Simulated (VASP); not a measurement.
# Si4Ru in VASP: notebook, part 2 of 2

VASP 6.6.1. Earlier steps stand in the parts before.

## Step 3: Single point, PBE

Contents of INCAR:

```
SYSTEM = Si4Ru
PREC     = Accurate       ! precision mode
ENCUT    = 500            ! plane-wave cutoff, eV
EDIFF    = 1E-6           ! SCF threshold, eV
ISMEAR   = 0              ! smearing method
SIGMA    = 0.2            ! smearing width, eV
LREAL    = .FALSE.        ! projectors in reciprocal space
LASPH    = .TRUE.         ! aspherical terms in the spheres
NELM     = 120            ! most SCF steps
ALGO     = Normal         ! electronic algorithm
ISIF     = 2              ! what is computed and relaxed
LWAVE    = .FALSE.        ! write WAVECAR
LCHARG   = .FALSE.        ! write CHGCAR
GGA      = PE             ! functional
NBANDS   = 23             ! bands
GGA_COMPAT= .FALSE.
```

Contents of KPOINTS:

```
regular mesh
0
G
  4 4 4
  0 0 0
```

Contents of POSCAR:

```
Si4Ru
1.0
   -2.7594024500      2.7594024500      2.7594024500
    2.7594024500     -2.7594024500      2.7594024500
    2.7594024500      2.7594024500     -2.7594024500
Si Ru
4 1
Direct
    0.0000000000      0.0000000000      0.5000000000
    0.0000000000      0.5000000000      0.0000000000
    0.5000000000      0.0000000000      0.0000000000
    0.5000000000      0.5000000000      0.5000000000
    0.0000000000      0.0000000000      0.0000000000
```

Potentials or basis: VASP PAW PBE potentials, release 64 (Si, Ru_pv).

Launch:

```console
cat potpaw_PBE.64/Si/POTCAR potpaw_PBE.64/Ru_pv/POTCAR > POTCAR
mpirun -np 1 vasp_std > vasp.out
```

OUTCAR:

```text
SYSTEM = Si4Ru
   PREC = Accurate
   ENCUT = 500
   EDIFF = 1E-6
   ISMEAR = 0
   LREAL = .FALSE.
   LASPH = .TRUE.
   NELM = 120
   ISIF = 2
   GGA = PE

 ion  position               nearest neighbor table
   1  0.000  0.000  0.500-   5 2.39   5 2.39   4 2.76   2 2.76   3 2.76   2 2.76   3 2.76   4 2.76

   2  0.000  0.500  0.000-   5 2.39   5 2.39   4 2.76   1 2.76   3 2.76   1 2.76   4 2.76   3 2.76

   3  0.500  0.000  0.000-   5 2.39   5 2.39   4 2.76   1 2.76   4 2.76   2 2.76   1 2.76   2 2.76

   4  0.500  0.500  0.500-   5 2.39   5 2.39   3 2.76   1 2.76   3 2.76   2 2.76   1 2.76   2 2.76

   5  0.000  0.000  0.000-   1 2.39   2 2.39   3 2.39   4 2.39   1 2.39   2 2.39   3 2.39   4 2.39

  LATTYP: Found a body centered cubic cell.
 ALAT       =     5.5188049000

  Lattice vectors:

 A1 = (  -2.7594024500,   2.7594024500,   2.7594024500)
 A2 = (   2.7594024500,  -2.7594024500,   2.7594024500)
 A3 = (   2.7594024500,   2.7594024500,  -2.7594024500)

Analysis of symmetry for initial positions (statically):
=====================================================================
 Subroutine PRICEL returns:
 Original cell was already a primitive cell.

 Routine SETGRP: Setting up the symmetry group for a
 body centered cubic supercell.

 Subroutine GETGRP returns: Found 48 space group operations
 (whereof 48 operations were pure point group operations)
 out of a pool of 48 trial point group operations.

The static configuration has the point symmetry O_h .

Analysis of symmetry for dynamics (positions and initial velocities):
=====================================================================
 Subroutine PRICEL returns:
 Original cell was already a primitive cell.

 Routine SETGRP: Setting up the symmetry group for a
 body centered cubic supercell.

 Subroutine GETGRP returns: Found 48 space group operations
 (whereof 48 operations were pure point group operations)
[... 110 lines left out ...]
     AMIX     =   0.40;   BMIX     =  1.00
     AMIX_MAG =   1.60;   BMIX_MAG =  1.00
  volume/ion in A,a.u.               =      16.81       113.43
  Fermi-wavevector in a.u.,A,eV,Ry     =   1.161307  2.194551 18.349264  1.348633
  Thomas-Fermi vector in A             =   2.297880
   LORBIT       =      0    0 simple, 1 ext, 2 COOP (PROOUT), +10 PAW based schemes
   GGA     = PE    functional components
   LHFCALC =     F    Hartree Fock is set to
   AEXX    =    0.0000 exact exchange contribution
   IVDW    =     0    specifies the selected vdW correction
   LEPSILON=     F    determine dielectric tensor
   LRPA    =     F    only Hartree local field effects (RPA)
 non-spin polarized calculation
 Gauss-broadening in eV      SIGMA  =   0.20
  energy-cutoff  :      500.00
  volume of cell :       84.04
 maximum number of plane-waves:      2214
 NGX is ok and might be reduce to    36
   NGX = 17   NGY = 17   NGZ = 17

 number of electron      30.0000005 magnetization

 Free energy of the ion-electron system (eV)
  ---------------------------------------------------
  ext. energy  EPLUGINS =         0.00000000
  ---------------------------------------------------
  free energy    TOTEN  =       -29.43208838 eV

  energy without entropy =      -29.32530856  energy(sigma->0) =      -29.37869847

 E-fermi :   8.4939     XC(G=0): -10.7908

 val. band max:        8.4197248612   @ k =   0.2500   0.2500   0.0000
 cond. band min:       8.5464376613   @ k =   0.2500   0.2500   0.0000
 fundamental gap:      0.1267128000
 Fermi energy:         8.4938598599

 k-point     1 :       0.0000    0.0000    0.0000
  band No.  band energies     occupation
      1     -34.6387      2.00000
      2     -34.6387      2.00000
      3     -34.6387      2.00000
      4      -3.9417      2.00000
      5       1.3740      2.00000
      6       1.3740      2.00000
[... 197 lines left out ...]
     22      16.2082      0.00000
     23      16.2297      0.00000

------------------------ aborting loop because EDIFF is reached ----------------------------------------

  FORCE on cell =-STRESS in cart. coord.  units (eV):
  Direction    XX          YY          ZZ          XY          YZ          ZX
  --------------------------------------------------------------------------------------
  -------------------------------------------------------------------------------------
  Total        0.0498907      0.0498907      0.0498907     -0.0000000      0.0000000     -0.0000000
  in kB        0.9510978      0.9510978      0.9510978     -0.0000000      0.0000000     -0.0000000
  external PRESSURE =       0.9510978 kB  Pullay stress =       0.0000000 kB

 VOLUME and BASIS-vectors are now :
 -----------------------------------------------------------------------------
  energy-cutoff  :      500.00
  volume of cell :       84.04
      direct lattice vectors                 reciprocal lattice vectors
    -2.759402450  2.759402450  2.759402450     0.000000000  0.181198650  0.181198650
     2.759402450 -2.759402450  2.759402450     0.181198650  0.000000000  0.181198650
     2.759402450  2.759402450 -2.759402450     0.181198650  0.181198650  0.000000000

 POSITION                                       TOTAL-FORCE (eV/Angst)
 -----------------------------------------------------------------------------------
      1.37970      1.37970     -1.37970        -0.000000      0.000000      0.000000
      1.37970     -1.37970      1.37970         0.000000      0.000000      0.000000
     -1.37970      1.37970      1.37970         0.000000     -0.000000      0.000000
      1.37970      1.37970      1.37970        -0.000000      0.000000     -0.000000
      0.00000      0.00000      0.00000         0.000000      0.000000     -0.000000
 -----------------------------------------------------------------------------------
    total drift:                               -0.000000     -0.000000     -0.000000

  FREE ENERGIE OF THE ION-ELECTRON SYSTEM (eV)
  ---------------------------------------------------
  free  energy   TOTEN  =       -29.4320883846 eV

  energy  without entropy=      -29.3253085562  energy(sigma->0) =      -29.37869847
```

OSZICAR:

```text
N       E                     dE             d eps       ncg     rms          rms(c)
DAV:   1     0.119297641099E+03    0.11930E+03   -0.14380E+04   432   0.111E+03
DAV:   2    -0.254017255853E+02   -0.14470E+03   -0.13768E+03   424   0.243E+02
DAV:   3    -0.298949467618E+02   -0.44932E+01   -0.43680E+01   452   0.391E+01
DAV:   4    -0.299718525072E+02   -0.76906E-01   -0.76826E-01   478   0.521E+00
DAV:   5    -0.299736481350E+02   -0.17956E-02   -0.17952E-02   459   0.654E-01    0.192E+01
DAV:   6    -0.296335197870E+02    0.34013E+00   -0.14043E+00   431   0.956E+00    0.801E+00
DAV:   7    -0.296003354528E+02    0.33184E-01   -0.15888E+00   438   0.906E+00    0.640E+00
DAV:   8    -0.294300770102E+02    0.17026E+00   -0.69557E-01   438   0.657E+00    0.422E-01
DAV:   9    -0.294320068543E+02   -0.19298E-02   -0.20946E-02   431   0.891E-01    0.204E-01
DAV:  10    -0.294321031524E+02   -0.96298E-04   -0.14544E-03   438   0.285E-01    0.880E-02
DAV:  11    -0.294320908594E+02    0.12293E-04   -0.20670E-04   446   0.976E-02    0.356E-02
DAV:  12    -0.294320883666E+02    0.24928E-05   -0.22964E-05   438   0.300E-02    0.529E-03
DAV:  13    -0.294320883846E+02   -0.17956E-07   -0.16171E-06   344   0.757E-03
   1 F= -.29432088E+02 E0= -.29378698E+02  d E =-.106780E+00
```

stdout:

```text
POSCAR found type information on POSCAR SiRu
 POSCAR found :  2 types and       5 ions
 scaLAPACK will be used
 LDA part: xc-table for (Slater+PW92), standard interpolation
 POSCAR, INCAR and KPOINTS ok, starting setup
 FFT: planning ... GRIDC
 FFT: planning ... GRID_SOFT
 FFT: planning ... GRID
 WAVECAR not read
 entering main loop
```

Wall time 10 s (1 thread of AMD EPYC 9R45 (Zen 5), shared host); peak memory 0.17 GiB.

What came out:

| Property | Result |
| --- | --- |
| Free energy | -29.4321 eV |
| Pressure | 0.1 GPa |
| Band gap on the k mesh | zero (bands 15 and 16 overlap by 0.08 eV) |

Levels at points of the mesh, in eV from the Fermi level:
```
           k point  band 11  band 12  band 13  band 14  band 15  band 16  band 17  band 18  band 19  band 20
(0.00, 0.00, 0.00)    -3.37    -3.37    -2.98    -2.98    -2.98     0.63     0.63     0.63     1.73     2.98
(0.50, 0.00, 0.00)    -3.94    -3.90    -1.09    -0.62    -0.44     0.15     1.34     1.56     2.88     3.32
(0.50, 0.50, 0.50)    -5.03    -5.03    -0.65    -0.60    -0.60     2.31     2.31     2.31     4.51     4.51
```

Caveat: the k points lie up to 0.40 Å⁻¹ apart.

## Step 4: Single point, PBE

This run uses another cell than the first one, of 16.78 Å³/atom.

Contents of INCAR:

```
SYSTEM = Si4Ru
ALGO = Normal ; EDIFF = 1E-6
ENCUT = 500 ; GGA = PE
GGA_COMPAT = .FALSE. ; ISIF = 2
ISMEAR = 0 ; LASPH = .TRUE.
LCHARG = .FALSE. ; LREAL = .FALSE.
LWAVE = .FALSE. ; NBANDS = 23
NELM = 120 ; PREC = Accurate
SIGMA = 0.2
```

Contents of KPOINTS:

```
k-points
0
G
  4 4 4
  0 0 0
```

Contents of POSCAR:

```
Si4Ru
1.0
   -2.7576404476      2.7576404476      2.7576404476
    2.7576404476     -2.7576404476      2.7576404476
    2.7576404476      2.7576404476     -2.7576404476
Si Ru
4 1
Direct
    0.5000000000      0.0000000000      0.0000000000
    0.0000000000      0.5000000000      0.0000000000
    0.0000000000      0.0000000000      0.5000000000
    0.5000000000      0.5000000000      0.5000000000
    0.0000000000      0.0000000000      0.0000000000
```

Potentials or basis: VASP PAW PBE potentials, release 64 (Si, Ru_pv).

Launch:

```console
cat potpaw_PBE.64/Si/POTCAR potpaw_PBE.64/Ru_pv/POTCAR > POTCAR
mpirun -np 1 vasp_std > vasp.out
```

OUTCAR:

```text
SYSTEM = Si4Ru
   EDIFF = 1E-6
   ENCUT = 500
   GGA = PE
   ISIF = 2
   ISMEAR = 0
   LASPH = .TRUE.
   LREAL = .FALSE.
   NELM = 120
   PREC = Accurate

 ion  position               nearest neighbor table
   1  0.500  0.000  0.000-   5 2.39   5 2.39   4 2.76   2 2.76   4 2.76   3 2.76   3 2.76   2 2.76

   2  0.000  0.500  0.000-   5 2.39   5 2.39   4 2.76   1 2.76   3 2.76   3 2.76   4 2.76   1 2.76

   3  0.000  0.000  0.500-   5 2.39   5 2.39   4 2.76   1 2.76   2 2.76   2 2.76   1 2.76   4 2.76
[... 397 lines left out ...]
  --------------------------------------------------------------------------------------
  -------------------------------------------------------------------------------------
  Total        0.1608737      0.1608737      0.1608737      0.0000000      0.0000000      0.0000000
  in kB        3.0727181      3.0727181      3.0727181      0.0000000      0.0000000      0.0000000
  external PRESSURE =       3.0727181 kB  Pullay stress =       0.0000000 kB

 VOLUME and BASIS-vectors are now :
 -----------------------------------------------------------------------------
  energy-cutoff  :      500.00
  volume of cell :       83.88
      direct lattice vectors                 reciprocal lattice vectors
    -2.757640448  2.757640448  2.757640448     0.000000000  0.181314428  0.181314428
     2.757640448 -2.757640448  2.757640448     0.181314428  0.000000000  0.181314428
     2.757640448  2.757640448 -2.757640448     0.181314428  0.181314428  0.000000000

 POSITION                                       TOTAL-FORCE (eV/Angst)
 -----------------------------------------------------------------------------------
     -1.37882      1.37882      1.37882         0.000000     -0.000000     -0.000000
      1.37882     -1.37882      1.37882         0.000000      0.000000     -0.000000
      1.37882      1.37882     -1.37882        -0.000000     -0.000000      0.000000
      1.37882      1.37882      1.37882        -0.000000      0.000000      0.000000
      0.00000      0.00000      0.00000        -0.000000     -0.000000      0.000000
 -----------------------------------------------------------------------------------
    total drift:                               -0.000000     -0.000000     -0.000000

  FREE ENERGIE OF THE ION-ELECTRON SYSTEM (eV)
  ---------------------------------------------------
  free  energy   TOTEN  =       -29.4318637411 eV

  energy  without entropy=      -29.3252010925  energy(sigma->0) =      -29.37853242
```

OSZICAR:

```text
N       E                     dE             d eps       ncg     rms          rms(c)
DAV:   1     0.128262431710E+03    0.12826E+03   -0.14432E+04   424   0.112E+03
DAV:   2    -0.252119146916E+02   -0.15347E+03   -0.14723E+03   438   0.247E+02
DAV:   3    -0.298867003781E+02   -0.46748E+01   -0.45422E+01   452   0.391E+01
DAV:   4    -0.299710592227E+02   -0.84359E-01   -0.84129E-01   448   0.536E+00
DAV:   5    -0.299736728170E+02   -0.26136E-02   -0.26128E-02   489   0.823E-01    0.193E+01
DAV:   6    -0.296327438605E+02    0.34093E+00   -0.13983E+00   424   0.954E+00    0.804E+00
DAV:   7    -0.295997845729E+02    0.32959E-01   -0.15817E+00   431   0.905E+00    0.640E+00
DAV:   8    -0.294298459095E+02    0.16994E+00   -0.69416E-01   424   0.657E+00    0.423E-01
DAV:   9    -0.294317859511E+02   -0.19400E-02   -0.20938E-02   445   0.891E-01    0.205E-01
DAV:  10    -0.294318787298E+02   -0.92779E-04   -0.14631E-03   417   0.287E-01    0.879E-02
DAV:  11    -0.294318662304E+02    0.12499E-04   -0.20487E-04   468   0.976E-02    0.357E-02
DAV:  12    -0.294318637343E+02    0.24960E-05   -0.22316E-05   396   0.297E-02    0.522E-03
DAV:  13    -0.294318637411E+02   -0.67998E-08   -0.15845E-06   402   0.754E-03
   1 F= -.29431864E+02 E0= -.29378532E+02  d E =-.106663E+00
```

stdout:

```text
POSCAR found type information on POSCAR SiRu
 POSCAR found :  2 types and       5 ions
 scaLAPACK will be used
 LDA part: xc-table for (Slater+PW92), standard interpolation
 POSCAR, INCAR and KPOINTS ok, starting setup
 FFT: planning ... GRIDC
 FFT: planning ... GRID_SOFT
 FFT: planning ... GRID
 WAVECAR not read
 entering main loop
```

Run time: 9.9 s. Hardware: 1 thread of AMD EPYC 9R45 (Zen 5), shared host; peak memory 0.17 GiB.

What came out:

```
Free energy            : -29.4319 eV
Pressure               : 0.3 GPa
Band gap on the k mesh : zero (bands 15 and 16 overlap by 0.08 eV)
```

Levels at points of the mesh, in eV from the Fermi level:
```tsv
k point	band 13	band 14	band 15	band 16	band 17	band 18
(0.00, 0.00, 0.00)	-2.99	-2.99	-2.99	0.64	0.64	0.64
(0.50, 0.00, 0.00)	-1.09	-0.63	-0.44	0.15	1.34	1.56
(0.50, 0.50, 0.50)	-0.64	-0.60	-0.60	2.32	2.32	2.32
```

Caveat: the k points lie up to 0.40 Å⁻¹ apart.

## Step 5: Overview

```tsv
cell	gap on the mesh (eV)	pressure (GPa)
a = 4.782 Å, angles 109.5°, 5 atoms	none	-0.1
a = 4.779 Å, angles 109.5°, 5 atoms	none	0.1
a = 4.776 Å, angles 109.5°, 5 atoms	none	0.3
```

Alike in all rows: task single point; level PBE; potentials or basis VASP PAW PBE potentials, release 64 (Si, Ru_pv); no spin polarisation; k mesh 4 × 4 × 4; cutoff (eV) 500; smearing gaussian 0.2 eV.

Caveats: all runs use coarse meshes.

Absolute energies hang on the potentials; compare differences alone.
